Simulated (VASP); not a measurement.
Wanted: the native input for a VASP 6.6.1 run.

- Task: single point
- Functional: PBE
- Potentials or basis: VASP PAW PBE potentials, release 64 (K_sv, Zn, F)
- Cutoff: 520 eV
- k mesh: 4 × 4 × 4
- Occupations: gaussian, width 0.01 eV
- Spin: no spin polarisation
- Dipole correction: no
- Further INCAR settings: ALGO = Normal; EDIFF = 1e-06; NBANDS = 29

The structure of KZnF3 lies in POSCAR:

```
KZnF3
1.0
    3.9785561368      0.0000000000      0.0000000000
    0.0000000000      3.9785561368      0.0000000000
    0.0000000000      0.0000000000      3.9785561368
K Zn F
1 1 3
Direct
    0.0000000000      0.0000000000      0.0000000000
    0.5000000000      0.5000000000      0.5000000000
    0.5000000000      0.5000000000      0.0000000000
    0.0000000000      0.5000000000      0.5000000000
    0.5000000000      0.0000000000      0.5000000000
```

The input as run:

INCAR

```
SYSTEM = KZnF3
PREC = Accurate ; ENCUT = 520
EDIFF = 1E-6 ; ISMEAR = 0
SIGMA = 0.01 ; LREAL = .FALSE.
LASPH = .TRUE. ; NELM = 80
ALGO = Normal ; ISIF = 2
LWAVE = .FALSE. ; LCHARG = .FALSE.
GGA = PE ; NBANDS = 29
```

KPOINTS

```
regular mesh
0
G
  4 4 4
  0 0 0
```

Potentials or basis: VASP PAW PBE potentials, release 64 (K_sv, Zn, F).

Run with:

```console
$ cat potpaw_PBE.64/K_sv/POTCAR potpaw_PBE.64/Zn/POTCAR potpaw_PBE.64/F/POTCAR > POTCAR
$ mpirun -np 1 vasp_std > vasp.out
```

It gave:

- Pressure: 10.6 GPa
- Band gap on the k mesh: 3.93 eV (least direct gap 6.11 eV)

Caveat: the cell stands under pressure.

Wall time 9.9 s on 1 thread of AMD EPYC 9R45 96-Core Processor (Zen 5), with other jobs on the host, peak memory 0.14 GiB.
